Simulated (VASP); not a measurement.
# LiH (Pm-3m) in VASP: notebook, part 2 of 2

VASP 6.6.1. The steps go on from the part before.

## Step 5: Single point, PBE (volume changed by +10%)

Contents of INCAR:

```
SYSTEM = LiH
ALGO = Normal
EDIFF = 1E-7
ENCUT = 520
GGA = PE
ISIF = 2
ISMEAR = 0
LASPH = .TRUE.
LCHARG = .FALSE.
LREAL = .FALSE.
LWAVE = .FALSE.
NBANDS = 9
NELM = 100
PREC = Accurate
SIGMA = 0.01
```

Contents of KPOINTS:

```
k-points
0
G
  6 6 6
  0 0 0
```

Contents of POSCAR:

```
LiH
1.0
    2.5824125437      0.0000000000      0.0000000000
    0.0000000000      2.5824125437      0.0000000000
    0.0000000000      0.0000000000      2.5824125437
Li H
1 1
Direct
    0.0000000000      0.0000000000      0.0000000000
    0.5000000000      0.5000000000      0.5000000000
```

Potentials or basis: VASP PAW PBE potentials, release 64 (Li_sv, H).

The run is started by

```sh
$ cat potpaw_PBE.64/Li_sv/POTCAR potpaw_PBE.64/H/POTCAR > POTCAR
$ mpirun -np 1 vasp_std > vasp.out
```

OUTCAR:

```text
SYSTEM = LiH
   EDIFF = 1E-7
   ENCUT = 520
   GGA = PE
   ISIF = 2
   ISMEAR = 0
   LASPH = .TRUE.
   LREAL = .FALSE.
   NELM = 100
   PREC = Accurate

 ion  position               nearest neighbor table
   1  0.000  0.000  0.000-
   2  0.500  0.500  0.500-

  LATTYP: Found a simple cubic cell.
 ALAT       =     2.5824125437

  Lattice vectors:

 A1 = (   2.5824125437,   0.0000000000,   0.0000000000)
 A2 = (   0.0000000000,   2.5824125437,   0.0000000000)
 A3 = (   0.0000000000,   0.0000000000,   2.5824125437)

Analysis of symmetry for initial positions (statically):
=====================================================================
 Subroutine PRICEL returns:
 Original cell was already a primitive cell.

 Routine SETGRP: Setting up the symmetry group for a
 simple cubic supercell.

 Subroutine GETGRP returns: Found 48 space group operations
 (whereof 48 operations were pure point group operations)
 out of a pool of 48 trial point group operations.

The static configuration has the point symmetry O_h .

Analysis of symmetry for dynamics (positions and initial velocities):
=====================================================================
 Subroutine PRICEL returns:
 Original cell was already a primitive cell.

 Routine SETGRP: Setting up the symmetry group for a
 simple cubic supercell.

 Subroutine GETGRP returns: Found 48 space group operations
 (whereof 48 operations were pure point group operations)
 out of a pool of 48 trial point group operations.

The dynamic configuration has the point symmetry O_h .

 Subroutine INISYM returns: Found 48 space group operations
 (whereof 48 operations are pure point group operations),
 and found     1 'primitive' translations

----------------------------------------------------------------------------------------

                                     Primitive cell

  volume of cell :      17.2217

  direct lattice vectors                    reciprocal lattice vectors
     2.582412544  0.000000000  0.000000000     0.387234798  0.000000000  0.000000000
     0.000000000  2.582412544  0.000000000     0.000000000  0.387234798  0.000000000
     0.000000000  0.000000000  2.582412544     0.000000000  0.000000000  0.387234798

  length of vectors
     2.582412544  2.582412544  2.582412544     0.387234798  0.387234798  0.387234798

  position of ions in fractional coordinates (direct lattice)
     0.000000000  0.000000000  0.000000000
     0.500000000  0.500000000  0.500000000

  ion indices of the primitive-cell ions
   primitive index   ion index
                 1           1
                 2           2

----------------------------------------------------------------------------------------

 KPOINTS: k-points

Automatic generation of k-mesh.
 Grid dimensions read from file:
 generate k-points for:    6    6    6

 Generating k-lattice:

  Cartesian coordinates                     Fractional coordinates (reciprocal lattice)
     0.064539133  0.000000000  0.000000000     0.166666667  0.000000000  0.000000000
     0.000000000  0.064539133  0.000000000     0.000000000  0.166666667  0.000000000
     0.000000000  0.000000000  0.064539133     0.000000000  0.000000000  0.166666667

  Length of vectors
     0.064539133  0.064539133  0.064539133

  Shift w.r.t. Gamma in fractional coordinates (k-lattice)
     0.000000000  0.000000000  0.000000000

 Subroutine IBZKPT returns following result:
 ===========================================

 Found     20 irreducible k-points:

 Following reciprocal coordinates:
            Coordinates               Weight
  0.000000  0.000000  0.000000      1.000000
  0.166667  0.000000  0.000000      6.000000
  0.333333  0.000000  0.000000      6.000000
  0.500000  0.000000  0.000000      3.000000
  0.166667  0.166667  0.000000     12.000000
  0.333333  0.166667  0.000000     24.000000
[... 12 lines left out ...]
  0.500000  0.500000  0.333333      6.000000
  0.500000  0.500000  0.500000      1.000000
   k-points           NKPTS =     20   k-points in BZ     NKDIM =     20   number of bands    NBANDS=      9
   number of dos      NEDOS =    301   number of ions     NIONS =      2
   total plane-waves  NPLWV =   8000
   dimension x,y,z NGX =    20 NGY =   20 NGZ =   20
   dimension x,y,z NGXF=    40 NGYF=   40 NGZF=   40
   ions per type =               1   1
   NGX,Y,Z   is equivalent  to a cutoff of  12.88, 12.88, 12.88 a.u.
   NGXF,Y,Z  is equivalent  to a cutoff of  25.75, 25.75, 25.75 a.u.
 SYSTEM =  LiH
   PREC   = accura    normal or accurate (medium, high low for compatibility)
   ISTART =      0    job   : 0-new  1-cont  2-samecut
   ICHARG =      2    charge: 1-file 2-atom 10-const
   ISPIN  =      1    spin polarized calculation?
   LNONCOLLINEAR =      F non collinear calculations
   LSORBIT =      F    spin-orbit coupling
   LASPH  =      T    aspherical Exc in radial PAW
   ENCUT  =  520.0 eV  38.22 Ry    6.18 a.u.   4.80  4.80  4.80*2*pi/ulx,y,z
   NELM   =    100;   NELMIN=  2; NELMDL= -5     # of ELM steps
   EDIFF  = 0.1E-06   stopping-criterion for ELM
   LREAL  =      F    real-space projection
   EDIFFG = 0.1E-05   stopping-criterion for IOM
   NSW    =      0    number of steps for IOM
   IBRION =     -1    ionic relax: 0-MD 1-quasi-New 2-CG
   NFREE  =      0    steps in history (QN), initial steepest desc. (CG)
   ISIF   =      2    stress and relaxation
   ISYM   =      2    0-nonsym 1-usesym 2-fastsym
   POTIM  = 0.5000    time-step for ionic-motion
   TEBEG  =    0.0;   TEEND  =   0.0 temperature during run
   PSTRESS=    0.0 pullay stress
   NELECT =       4.0000    total number of electrons
   NUPDOWN=      -1.0000    fix difference up-down
   EMIN   =  10.00;   EMAX   =-10.00  energy-range for DOS
   EFERMI =   0.00;   METHOD = LEGACY
   ISMEAR =     0;   SIGMA  =   0.01  broadening in eV -4-tet -1-fermi 0-gaus
   EFERMI_NEDOS =   21; number of points for ismear=-14 and -15
   IALGO  =     38    algorithm
   IMIX   =      4    mixing-type and parameters
     AMIX     =   0.40;   BMIX     =  1.00
     AMIX_MAG =   1.60;   BMIX_MAG =  1.00
  volume/ion in A,a.u.               =       8.61        58.11
  Fermi-wavevector in a.u.,A,eV,Ry     =   1.006319  1.901668 13.778332  1.012679
  Thomas-Fermi vector in A             =   2.139054
   LORBIT       =      0    0 simple, 1 ext, 2 COOP (PROOUT), +10 PAW based schemes
   GGA     = PE    functional components
   LHFCALC =     F    Hartree Fock is set to
   AEXX    =    0.0000 exact exchange contribution
   IVDW    =     0    specifies the selected vdW correction
   LEPSILON=     F    determine dielectric tensor
   LRPA    =     F    only Hartree local field effects (RPA)
 non-spin polarized calculation
 Gauss-broadening in eV      SIGMA  =   0.01
  energy-cutoff  :      520.00
  volume of cell :       17.22
 maximum number of plane-waves:       480
 NGX is ok and might be reduce to    20
   NGX =  9   NGY =  9   NGZ =  9

 number of electron       3.9999996 magnetization

 Free energy of the ion-electron system (eV)
  ---------------------------------------------------
  ext. energy  EPLUGINS =         0.00000000
  ---------------------------------------------------
  free energy    TOTEN  =        -5.63899994 eV

  energy without entropy =       -5.63899994  energy(sigma->0) =       -5.63899994

 E-fermi :   2.9918     XC(G=0):  -8.3520

 val. band max:        2.8825264402   @ k =   0.5000   0.5000   0.5000
 cond. band min:       3.6316373835   @ k =   0.5000   0.0000   0.0000
 fundamental gap:      0.7491109433
 Fermi energy:         2.9917735160

 k-point     1 :       0.0000    0.0000    0.0000
  band No.  band energies     occupation
      1     -45.0986      2.00000
      2      -5.3377      2.00000
      3      14.3255      0.00000
      4      14.3255      0.00000
      5      14.3255      0.00000
      6      14.4271      0.00000
      7      17.3652      0.00000
      8      17.3652      0.00000
      9      32.7871      0.00000
[... 217 lines left out ...]
 k-point    20 :       0.5000    0.5000    0.5000
  band No.  band energies     occupation
      1     -44.9934      2.00000
      2       2.8825      2.00000
      3       9.1245      0.00000
      4       9.1245      0.00000
      5       9.1245      0.00000
      6      11.4199      0.00000
      7      11.4199      0.00000
      8      11.4199      0.00000
      9      22.6690      0.00000

------------------------ aborting loop because EDIFF is reached ----------------------------------------

  FORCE on cell =-STRESS in cart. coord.  units (eV):
  Direction    XX          YY          ZZ          XY          YZ          ZX
  --------------------------------------------------------------------------------------
  -------------------------------------------------------------------------------------
  Total       -0.2960809     -0.2960809     -0.2960809      0.0000000      0.0000000     -0.0000000
  in kB      -27.5450857    -27.5450857    -27.5450857      0.0000000      0.0000000     -0.0000000
  external PRESSURE =     -27.5450857 kB  Pullay stress =       0.0000000 kB

 VOLUME and BASIS-vectors are now :
 -----------------------------------------------------------------------------
  energy-cutoff  :      520.00
  volume of cell :       17.22
      direct lattice vectors                 reciprocal lattice vectors
     2.582412544  0.000000000  0.000000000     0.387234798  0.000000000  0.000000000
     0.000000000  2.582412544  0.000000000     0.000000000  0.387234798  0.000000000
     0.000000000  0.000000000  2.582412544     0.000000000  0.000000000  0.387234798

 POSITION                                       TOTAL-FORCE (eV/Angst)
 -----------------------------------------------------------------------------------
      0.00000      0.00000      0.00000         0.000000      0.000000      0.000000
      1.29121      1.29121      1.29121         0.000000      0.000000      0.000000
 -----------------------------------------------------------------------------------
    total drift:                               -0.000000      0.000000     -0.000000

  FREE ENERGIE OF THE ION-ELECTRON SYSTEM (eV)
  ---------------------------------------------------
  free  energy   TOTEN  =        -5.6389999433 eV

  energy  without entropy=       -5.6389999433  energy(sigma->0) =       -5.63899994
```

OSZICAR:

```text
N       E                     dE             d eps       ncg     rms          rms(c)
DAV:   1    -0.112665628904E+01   -0.11267E+01   -0.13658E+03   368   0.414E+02
DAV:   2    -0.582543364290E+01   -0.46988E+01   -0.46622E+01   520   0.574E+01
DAV:   3    -0.590221277034E+01   -0.76779E-01   -0.76734E-01   408   0.549E+00
DAV:   4    -0.590247567631E+01   -0.26291E-03   -0.26278E-03   472   0.344E-01
DAV:   5    -0.590247711795E+01   -0.14416E-05   -0.14416E-05   410   0.200E-02    0.279E+00
DAV:   6    -0.570514547487E+01    0.19733E+00   -0.17366E-01   404   0.122E+00    0.138E+00
DAV:   7    -0.563779761441E+01    0.67348E-01   -0.21707E-01   396   0.150E+00    0.226E-01
DAV:   8    -0.563905480965E+01   -0.12572E-02   -0.43244E-03   439   0.445E-01    0.469E-02
DAV:   9    -0.563900046677E+01    0.54343E-04   -0.24203E-04   444   0.527E-02    0.744E-03
DAV:  10    -0.563899993387E+01    0.53290E-06   -0.79430E-06   395   0.209E-02    0.307E-03
DAV:  11    -0.563899994327E+01   -0.94034E-08   -0.16645E-07   505   0.261E-03
   1 F= -.56389999E+01 E0= -.56389999E+01  d E =-.383934E-56
```

It took 4.6 s on 1 thread of AMD EPYC 7R43 (Zen 3), shared host; peak memory 0.08 GiB.

Results:

```
Free energy            : -5.6390 eV
Band gap on the k mesh : 0.75 eV, indirect (least direct gap 4.13 eV)
```

Caveat: the cutoff is under 1.25 times the usual one of these potentials, so pressure, stress and relaxed cells hold a basis-set (Pulay) error.

## Step 6: The runs side by side

```tsv
cell	gap on the mesh (eV)
a = 2.459 Å, 2 atoms	0.70
a = 2.415 Å, 2 atoms	0.69
a = 2.543 Å, 2 atoms	0.73
a = 2.582 Å, 2 atoms	0.75
```

Alike in all rows: task single point; level PBE; potentials or basis VASP PAW PBE potentials, release 64 (Li_sv, H); no spin polarisation; k mesh 6 × 6 × 6; cutoff (eV) 520; smearing gaussian 0.01 eV.

Caveats: some runs use coarse meshes; the cutoff is under 1.25 times the usual one of these potentials, so pressure, stress and relaxed cells hold a basis-set (Pulay) error.

Total energies depend on the potentials used, so only differences within one code and one set of settings carry meaning.
